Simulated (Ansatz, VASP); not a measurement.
Two plane-wave programs on Si

```
Si
1.0
     2.76389    0.00000    0.00000
     0.00000    2.76389    0.00000
     0.00000    0.00000    2.76389
Si
1
Cartesian
  0.0000 0.0000 0.0000
```

Alike in both runs: task relaxation of cell and atoms; functional r2SCAN; k mesh 6 × 6 × 6; occupations gaussian, width 0.1 eV; no spin polarisation.

```csv
,VASP,Ansatz
version,VASP 6.6.1,Ansatz 0.2.0
potentials or method,"VASP PAW PBE potentials, release 64 (Si), cutoff 550 eV","scalar-relativistic, plane waves, PAW"
valence electrons in the cell,4,4
```

Ansatz gave:

| Quantity | Value |
| --- | --- |
| gap on the k mesh at the Fermi level, each at its own relaxed structure (eV) | none |
| relaxed volume (Å³/atom) | 16.01 |
| relaxed cell length with the largest relative difference (Å) | 2.520 |

Question: What did VASP give for the same quantities?

Answer: gap on the k mesh at the Fermi level, each at its own relaxed structure (eV): none; relaxed volume (Å³/atom): 15.99; relaxed cell length with the largest relative difference (Å): 2.519.

VASP's potentials were made for PBE, not for r2SCAN. A gap of «none» marks a metal or a gap that the smearing closes.

The k mesh is coarse, so the values compare programs but aren't converged. Noted on VASP's run: the volume moved by over 15 % at a fixed basis, so the end points are rough.
